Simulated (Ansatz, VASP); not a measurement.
MnO in VASP and in Ansatz

```xyz
2
Lattice="2.9713 -1.7170 0.0000 2.9713 1.7170 0.0000 -1.9846 0.0000 2.8103" Properties=species:S:1:pos:R:3 pbc="T T T"
Mn    1.9788    0.0000    1.4070
O     3.9609    0.0000    0.7007
```

Alike in both runs: task single point; functional r2SCAN; k mesh 9 × 9 × 9; occupations fermi-dirac, width 0.05 eV; collinear spin.

|  | VASP | Ansatz |
| --- | --- | --- |
| version | VASP 6.6.1 | Ansatz 0.2.0 |
| potentials or method | VASP PAW PBE potentials, release 64 (Mn_pv, O) | Ansatz PAW |
| plane-wave cutoff (eV) | 520 | 500 |
| valence electrons in the cell | 19 | 21 |

```csv
,VASP,Ansatz,Ansatz less VASP
pressure (GPa),-5.9,-6.3,-0.36
"traceless stress, the component that is largest in VASP (GPa)",-0.14,-0.15,-0.014
net moment per atom (μB),2.50,2.50,0.000
size of the moment on the site where the two differ most (μB),4.51,4.10,-0.404
```

VASP's potentials were made for PBE, not for r2SCAN. Site moments also hang on the region over which each program counts them. VASP's potentials hold 19 valence electrons a cell and Ansatz's 21, so a difference there can come from the potentials and not from the codes.

Noted on Ansatz's run: the magnetic or orbital state may not be the lowest.
